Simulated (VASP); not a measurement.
Here is a VASP 6.6.1 calculation.

The input INCAR:

```
PREC = Accurate ; ENCUT = 520
EDIFF = 1E-7 ; ISMEAR = -1
SIGMA = 0.1 ; LREAL = False
LASPH = True ; NELM = 80
ALGO = Normal ; ISIF = 2
LWAVE = False ; LCHARG = True
GGA = PE ; LELF = True
LVHAR = True ; NBANDS = 8
```

File KPOINTS:

```
regular mesh
0
Gamma
  18 18 18
```

Contents of POSCAR:

```
C
1.0
   -1.1871780774      1.1871780774      1.1871780774
    1.1871780774     -1.1871780774      1.1871780774
    1.1871780774      1.1871780774     -1.1871780774
C
1
Direct
    0.0000000000      0.0000000000      0.0000000000
```

Potentials or basis: VASP PAW PBE potentials, release 64 (C).

Command:

```console
$ cat potpaw_PBE.64/C/POTCAR > POTCAR
$ mpirun -np 1 vasp_std > vasp.out
```

(1) Estimate the band gap on the k mesh.

(2) Predict the pressure.

## Answers

(1) zero (band 2 reaches 17.53 eV, above the bottom of band 3 at 3.44 eV).

(2) 0.1 GPa.
